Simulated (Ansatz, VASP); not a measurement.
HPt6: VASP beside Ansatz

The input INCAR:

```
PREC = Accurate
ENCUT = 520
EDIFF = 1E-6
ISMEAR = 0
SIGMA = 0.1
LREAL = F
LASPH = T
NELM = 80
ALGO = Normal
ISIF = 2
LWAVE = F
LCHARG = T
LDIPOL = T
IDIPOL = 3
DIPOL = 0.5 0.5 0.297
GGA = PE
LELF = T
LVHAR = T
LVACPOTAV = T
NBANDS = 74
```

Contents of KPOINTS:

```
regular mesh
0
Gamma
  5 5 1
```

Contents of POSCAR:

```
HPt6
1.0
    5.6143281343      0.0000000000      0.0000000000
    0.0000000000      5.6143281343      0.0000000000
    0.0000000000      0.0000000000     21.8513792319
Pt H
12 2
Direct
    0.2500000000      0.2500000000      0.1830548066
    0.2500000000      0.7500000000      0.1830548066
    0.7500000000      0.2500000000      0.1830548066
    0.7500000000      0.7500000000      0.1830548066
    0.0000000000      0.0000000000      0.2712126041
    0.0000000000      0.5000000000      0.2712126041
    0.5000000000      0.0000000000      0.2712126041
    0.5000000000      0.5000000000      0.2712126041
    0.2500000000      0.2500000000      0.3593081768
    0.2500000000      0.7500000000      0.3593081768
    0.7500000000      0.2500000000      0.3593081768
    0.7500000000      0.7500000000      0.3593081768
   -0.0818441653      0.0000000000      0.4531237652
    0.0818441653      0.0000000000      0.4531237652
```

Input for Ansatz:

```yaml
crystal:
  lattice:
    - [5.6143281343, 0.0, 0.0]
    - [0.0, 5.6143281343, 0.0]
    - [0.0, 0.0, 21.8513792319]
  atoms:
    - { symbol: Pt, position: [0.25, 0.25, 0.1830548066] }
    - { symbol: Pt, position: [0.25, 0.75, 0.1830548066] }
    - { symbol: Pt, position: [0.75, 0.25, 0.1830548066] }
    - { symbol: Pt, position: [0.75, 0.75, 0.1830548066] }
    - { symbol: Pt, position: [0.0, 0.0, 0.2712126041] }
    - { symbol: Pt, position: [0.0, 0.5, 0.2712126041] }
    - { symbol: Pt, position: [0.5, 0.0, 0.2712126041] }
    - { symbol: Pt, position: [0.5, 0.5, 0.2712126041] }
    - { symbol: Pt, position: [0.25, 0.25, 0.3593081768] }
    - { symbol: Pt, position: [0.25, 0.75, 0.3593081768] }
    - { symbol: Pt, position: [0.75, 0.25, 0.3593081768] }
    - { symbol: Pt, position: [0.75, 0.75, 0.3593081768] }
    - { symbol: H, position: [-0.0818441653, 0.0, 0.4531237652] }
    - { symbol: H, position: [0.0818441653, 0.0, 0.4531237652] }
basis:
  ecutwfc: 420
kpoints:
  mp_grid: { grid: [5, 5, 1] }
hamiltonian:
  xc: pbe
  pseudopotentials: { kind: paw, azcp: { folder: soft_1 } }
scf:
  occupations: { method: gaussian, width: 0.1 }
output:
  forces: true
  eigenvalues: true
efield:
  axis: 3
  dipole_correction: true
  ramp_width: 0.04
```

Alike in both runs: task single point; functional PBE; k mesh 5 × 5 × 1; occupations gaussian, width 0.1 eV; no spin polarisation.

|  | VASP | Ansatz |
| --- | --- | --- |
| version | VASP 6.6.1 | Ansatz 0.2.0 |
| potentials or method | VASP PAW PBE potentials, release 64 (Pt, H), cutoff 520 eV | scalar-relativistic, plane waves, PAW |
| valence electrons in the cell | 122 | 218 |

```csv
,VASP,Ansatz,Ansatz less VASP
gap on the k mesh at the Fermi level (eV),none,none,-
rms of the force components (eV/Å),0.577,0.577,0.0000
"work function, face that differs most (eV)",5.68,5.68,0.000
```

Atom by atom the forces differ by 0.008 eV/Å (rms over components). A gap of «none» marks a metal or a gap that the smearing closes. VASP's potentials hold 122 valence electrons a cell and Ansatz's 218, so a difference there can come from the potentials and not from the codes.

Spin-orbit coupling is off throughout.
